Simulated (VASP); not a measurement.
# PIr2 (Fm-3m) in VASP: notebook, part 2 of 2

VASP 6.6.1.

### Step 3. Vibrations by perturbation theory, LDA (14.19 Å³/atom)

This run uses another cell than the first one, of 14.19 Å³/atom.

Input file INCAR:

```
SYSTEM = PIr2
PREC = Accurate
ENCUT = 520
EDIFF = 1E-8
ISMEAR = -1
SIGMA = 0.15
LREAL = .FALSE.
LASPH = .TRUE.
NELM = 100
ALGO = Normal
ISIF = 2
LWAVE = .FALSE.
LCHARG = .FALSE.
NBANDS = 18
IBRION = 8
NSW = 1
```

Input file KPOINTS:

```
Automatic mesh
0
G
  14 14 14
  0 0 0
```

Input file POSCAR:

```
PIr2
1.0
    0.0000000000      2.7714625648      2.7714625648
    2.7714625648      0.0000000000      2.7714625648
    2.7714625648      2.7714625648      0.0000000000
P Ir
1 2
Direct
    0.0000000000      0.0000000000      0.0000000000
    0.2500000000      0.2500000000      0.2500000000
    0.7500000000      0.7500000000      0.7500000000
```

Potentials or basis: VASP PAW LDA potentials, release 64 (P, Ir).

Command:

```console
$ cat potpaw_LDA.64/P/POTCAR potpaw_LDA.64/Ir/POTCAR > POTCAR
$ mpirun -np 1 vasp_std > vasp.out
```

OUTCAR:

```text
SYSTEM = PIr2
   PREC = Accurate
   ENCUT = 520
   EDIFF = 1E-8
   ISMEAR = -1
   LREAL = .FALSE.
   LASPH = .TRUE.
   NELM = 100
   ISIF = 2
   IBRION = 8
   NSW = 1

 ion  position               nearest neighbor table
   1  0.000  0.000  0.000-   3 2.40   3 2.40   3 2.40   2 2.40   3 2.40   2 2.40   2 2.40   2 2.40

   2  0.250  0.250  0.250-   1 2.40   1 2.40   1 2.40   1 2.40   3 2.77   3 2.77   3 2.77   3 2.77
                             3 2.77   3 2.77
   3  0.750  0.750  0.750-   1 2.40   1 2.40   1 2.40   1 2.40   2 2.77   2 2.77   2 2.77   2 2.77
                             2 2.77   2 2.77

  LATTYP: Found a face centered cubic cell.
 ALAT       =     5.5429251296

  Lattice vectors:

 A1 = (   0.0000000000,   2.7714625648,   2.7714625648)
 A2 = (   2.7714625648,   0.0000000000,   2.7714625648)
 A3 = (   2.7714625648,   2.7714625648,   0.0000000000)

Analysis of symmetry for initial positions (statically):
=====================================================================
 Subroutine PRICEL returns:
 Original cell was already a primitive cell.

 Routine SETGRP: Setting up the symmetry group for a
 face centered cubic supercell.

 Subroutine GETGRP returns: Found 48 space group operations
 (whereof 48 operations were pure point group operations)
 out of a pool of 48 trial point group operations.

The static configuration has the point symmetry O_h .

Analysis of symmetry for dynamics (positions and initial velocities):
=====================================================================
 Subroutine PRICEL returns:
 Original cell was already a primitive cell.

 Routine SETGRP: Setting up the symmetry group for a
 face centered cubic supercell.

 Subroutine GETGRP returns: Found 48 space group operations
 (whereof 48 operations were pure point group operations)
 out of a pool of 48 trial point group operations.

The dynamic configuration has the point symmetry O_h .

 Subroutine INISYM returns: Found 48 space group operations
 (whereof 48 operations are pure point group operations),
 and found     1 'primitive' translations

----------------------------------------------------------------------------------------

                                     Primitive cell

  volume of cell :      42.5752

  direct lattice vectors                    reciprocal lattice vectors
     0.000000000  2.771462565  2.771462565    -0.180410158  0.180410158  0.180410158
     2.771462565  0.000000000  2.771462565     0.180410158 -0.180410158  0.180410158
[... 647 lines left out ...]

 [... further k-points ...]

------------------------ aborting loop because EDIFF is reached ----------------------------------------

  FORCE on cell =-STRESS in cart. coord.  units (eV):
  Direction    XX          YY          ZZ          XY          YZ          ZX
  --------------------------------------------------------------------------------------
  -------------------------------------------------------------------------------------
  Total       -1.0891758     -1.0891758     -1.0891758      0.0000000      0.0000000     -0.0000000
  in kB      -40.9875075    -40.9875075    -40.9875075      0.0000000      0.0000000     -0.0000000
  external PRESSURE =     -40.9875075 kB  Pullay stress =       0.0000000 kB

 VOLUME and BASIS-vectors are now :
 -----------------------------------------------------------------------------
  energy-cutoff  :      520.00
  volume of cell :       42.58
      direct lattice vectors                 reciprocal lattice vectors
     0.000000000  2.771462565  2.771462565    -0.180410158  0.180410158  0.180410158
     2.771462565  0.000000000  2.771462565     0.180410158 -0.180410158  0.180410158
     2.771462565  2.771462565  0.000000000     0.180410158  0.180410158 -0.180410158

 POSITION                                       TOTAL-FORCE (eV/Angst)
 -----------------------------------------------------------------------------------
      0.00000      0.00000      0.00000        -0.000000      0.000000     -0.000000
      1.38573      1.38573      1.38573         0.000000     -0.000000      0.000000
      4.15719      4.15719      4.15719        -0.000000      0.000000      0.000000
 -----------------------------------------------------------------------------------
    total drift:                               -0.000000      0.000000      0.000000

  FREE ENERGIE OF THE ION-ELECTRON SYSTEM (eV)
  ---------------------------------------------------
  free  energy   TOTEN  =       -28.0630238397 eV

  energy  without entropy=      -27.9897342578  energy(sigma->0) =      -28.02637905

[... ionic steps 2 to 3 ...]

--------------------------------------- Ionic step        4  -------------------------------------------

------------------------ aborting loop because EDIFF is reached ----------------------------------------

[... ionic steps 5 to 6 ...]

--------------------------------------- Ionic step        7  -------------------------------------------

 Free energy of the ion-electron system (eV)
  ---------------------------------------------------
  ---------------------------------------------------
  free energy    TOTEN  =        -0.19738526 eV

  energy without entropy =       -0.19738526

------------------------ aborting loop because EDIFF is reached ----------------------------------------

 INTERNAL STRAIN TENSOR  FOR ION    2  DIRECTION 1   (eV/Angst):
 -----------------------------------------------------------------------------
     0.01188  0.00000  0.00000
     0.00000 -0.00649 -2.22832
     0.00000 -2.22832 -0.00649

 INTERNAL STRAIN TENSOR FOR ION    3 for displacements in x,y,z  (eV/Angst):
          X           Y           Z          XY          YZ          ZX
  --------------------------------------------------------------------------------
  x     0.00000     0.00000     0.00000     0.00000     2.22832     0.00000
  y     0.00000     0.00000     0.00000     0.00000     0.00000     2.22832
  z     0.00000     0.00000     0.00000     2.22832     0.00000     0.00000

 SECOND DERIVATIVES (NOT SYMMETRIZED)
 ------------------------------------
               1X          1Y          1Z          2X          2Y          2Z          3X          3Y          3Z
  1X   -11.122687    0.000000    0.000000    5.561343    0.000000    0.000000    5.561343    0.000000    0.000000
  1Y     0.000000  -11.122687    0.000000    0.000000    5.561343    0.000000    0.000000    5.561343    0.000000
  1Z     0.000000    0.000000  -11.122687    0.000000    0.000000    5.561343    0.000000    0.000000    5.561343
  2X     5.555721    0.000000    0.000000  -14.467489    0.000000    0.000000    8.911768    0.000000    0.000000
  2Y     0.000000    5.555721    0.000000    0.000000  -14.467489    0.000000    0.000000    8.911768    0.000000
  2Z     0.000000    0.000000    5.555721    0.000000    0.000000  -14.467489    0.000000    0.000000    8.911768
  3X     5.555721    0.000000    0.000000    8.911768    0.000000    0.000000  -14.467489    0.000000    0.000000
  3Y     0.000000    5.555721    0.000000    0.000000    8.911768    0.000000    0.000000  -14.467489    0.000000
  3Z     0.000000    0.000000    5.555721    0.000000    0.000000    8.911768    0.000000    0.000000  -14.467489

 Eigenvectors and eigenvalues of the dynamical matrix
 ----------------------------------------------------

   1 f  =    9.737934 THz    61.185247 2PiTHz  324.822529 cm-1    40.272843 meV
             X         Y         Z           dx          dy          dz
      0.000000  0.000000  0.000000     0.551242    0.788442   -0.000000
      1.385731  1.385731  1.385731    -0.110584   -0.158168    0.000000
      4.157194  4.157194  4.157194    -0.110584   -0.158168    0.000000
[... 43 lines left out ...]
   9 f/i=    0.001293 THz     0.008125 2PiTHz    0.043137 cm-1     0.005348 meV
             X         Y         Z           dx          dy          dz
      0.000000  0.000000  0.000000     0.180622    0.204347   -0.010491
      1.385731  1.385731  1.385731     0.450185    0.509317   -0.026147
      4.157194  4.157194  4.157194     0.450185    0.509317   -0.026147

--------------------------------------------------------------------------------------------------------

 ELASTIC MODULI CONTR FROM IONIC RELAXATION (kBar)
 Direction    XX          YY          ZZ          XY          YZ          ZX
 --------------------------------------------------------------------------------
 XX           0.0000      0.0000      0.0000      0.0000      0.0000      0.0000
 YY           0.0000      0.0000      0.0000      0.0000      0.0000      0.0000
 ZZ           0.0000      0.0000      0.0000      0.0000      0.0000      0.0000
 XY           0.0000      0.0000      0.0000    -15.9848     -0.0000      0.0000
 YZ           0.0000      0.0000      0.0000     -0.0000    -15.9848      0.0000
 ZX           0.0000      0.0000      0.0000      0.0000      0.0000    -15.9848
 --------------------------------------------------------------------------------
```

OSZICAR:

```text
N       E                     dE             d eps       ncg     rms          rms(c)
DAV:   1     0.189714390483E+03    0.18971E+03   -0.10122E+04  3744   0.119E+03
DAV:   2    -0.190414763553E+02   -0.20876E+03   -0.19718E+03  3750   0.343E+02
DAV:   3    -0.289724410312E+02   -0.99310E+01   -0.96940E+01  4814   0.798E+01
DAV:   4    -0.291975141585E+02   -0.22507E+00   -0.22414E+00  4604   0.116E+01
[... 40 lines left out ...]
RMM:  10    -0.197385507149E+00    0.34534E-06   -0.44701E-09 24201   0.238E-04    0.310E-05
RMM:  11    -0.197385301707E+00    0.20544E-06    0.37410E-09 26278   0.601E-05    0.744E-06
RMM:  12    -0.197385283652E+00    0.18055E-07    0.19770E-09 26160   0.169E-05    0.413E-06
RMM:  13    -0.197385259694E+00    0.23958E-07    0.27766E-09 26426   0.116E-05    0.580E-07
RMM:  14    -0.197385261463E+00   -0.17688E-08    0.23336E-09 22126   0.702E-06    0.342E-07
 Linear response finished
```

stdout:

```text
POSCAR found type information on POSCAR P Ir
 POSCAR found :  2 types and       3 ions
 scaLAPACK will be used
 LDA part: xc-table for (Slater(with rela. corr.)+CA(PZ))
 , standard interpolation
 POSCAR, INCAR and KPOINTS ok, starting setup
 FFT: planning ... GRIDC
 FFT: planning ... GRID_SOFT
 FFT: planning ... GRID
 WAVECAR not read
 entering main loop
 Linear response reoptimize wavefunctions to high precision
 Linear response DOF=           2
 Linear response progress:
 first order change of Fermi-energy   0.32542E-05
 force on displaced ion       1 direction 1 : -11.123   0.000   0.000
 Linear response progress:
 first order change of Fermi-energy   0.48111E-04
 force on displaced ion       2 direction 1 : -14.467   0.000   0.000
 Linear response finished
```

Wall time 6.3 min (1 thread of Intel Xeon 6975P-C (Granite Rapids), shared host); peak memory 0.7 GiB.

Results:

| Quantity | Value |
| --- | --- |
| Highest phonon frequency at Γ | 325 cm⁻¹ |

Phonon frequencies in cm⁻¹ (negative: imaginary):
| q point | frequencies |
| --- | --- |
| (0.000, 0.000, 0.000) | 0 0 0 182 182 182 325 325 325 |

Caveat: the cell stands under pressure or tension, which shifts response properties; spin-orbit coupling is left out, which moves the levels of the heavy elements.
